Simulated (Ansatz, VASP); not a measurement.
# One calculation of Ti3Al, two programs

Contents of INCAR:

```
PREC = Accurate ; ENCUT = 520
EDIFF = 1E-6 ; ISMEAR = 0
SIGMA = 0.15 ; LREAL = False
LASPH = True ; NELM = 100
ALGO = Fast ; ISIF = 2
LWAVE = False ; LCHARG = True
GGA = PS ; LELF = True
LVHAR = True ; NBANDS = 28
```

Contents of KPOINTS:

```
regular mesh
0
Gamma
  15 15 6
```

Contents of POSCAR:

```
Ti3Al
1.0
    2.9216842402      0.0000000000      0.0000000000
   -1.4608421201      2.5302527739      0.0000000000
    0.0000000000      0.0000000000      8.9751218176
Ti Al
3 1
Direct
    0.6666666667      0.3333333333      0.0000000000
    0.3333333333      0.6666666667      0.7457017510
    0.3333333333      0.6666666667      0.2542982490
    0.6666666667      0.3333333333      0.5000000000
```

Input for Ansatz:

```yaml
crystal:
  lattice:
    - [2.9216842402, 0.0, 0.0]
    - [-1.4608421201, 2.5302527739, 0.0]
    - [0.0, 0.0, 8.9751218176]
  atoms:
    - { symbol: Ti, position: [0.6666666667, 0.3333333333, 0.0] }
    - { symbol: Ti, position: [0.3333333333, 0.6666666667, 0.745701751] }
    - { symbol: Ti, position: [0.3333333333, 0.6666666667, 0.254298249] }
    - { symbol: Al, position: [0.6666666667, 0.3333333333, 0.5] }
basis:
  ecutwfc: 520.0
kpoints:
  mp_grid: { grid: [15, 15, 6] }
hamiltonian:
  xc: pbesol
  pseudopotentials: { kind: paw, azcp: { folder: soft_1 } }
scf:
  occupations: { method: gaussian, width: 0.15 }
output:
  forces: true
  stress: true
  eigenvalues: true
```

Alike in both runs: task single point; functional PBEsol; k mesh 15 × 15 × 6; occupations gaussian, width 0.15 eV; no spin polarisation.

|  | VASP | Ansatz |
| --- | --- | --- |
| version | VASP 6.6.1 | Ansatz 0.2.0 |
| potentials or method | VASP PAW PBE potentials, release 64 (Ti_sv, Al), cutoff 520 eV | scalar-relativistic, plane waves, PAW |
| valence electrons in the cell | 39 | 39 |

```tsv
	VASP	Ansatz	Ansatz less VASP
gap on the k mesh at the Fermi level (eV)	none	none	-
pressure (GPa)	0.2	0.3	+0.02
traceless stress, the component that is largest in VASP (GPa)	3.49	3.43	-0.052
rms of the force components (eV/Å)	0.206	0.200	-0.0058
```

VASP's potentials were made for PBE, not for PBEsol, and Ansatz warns of the same on its side. Atom by atom the forces differ by 0.006 eV/Å (rms over components). A gap of «none» marks a metal or a gap that the smearing closes.
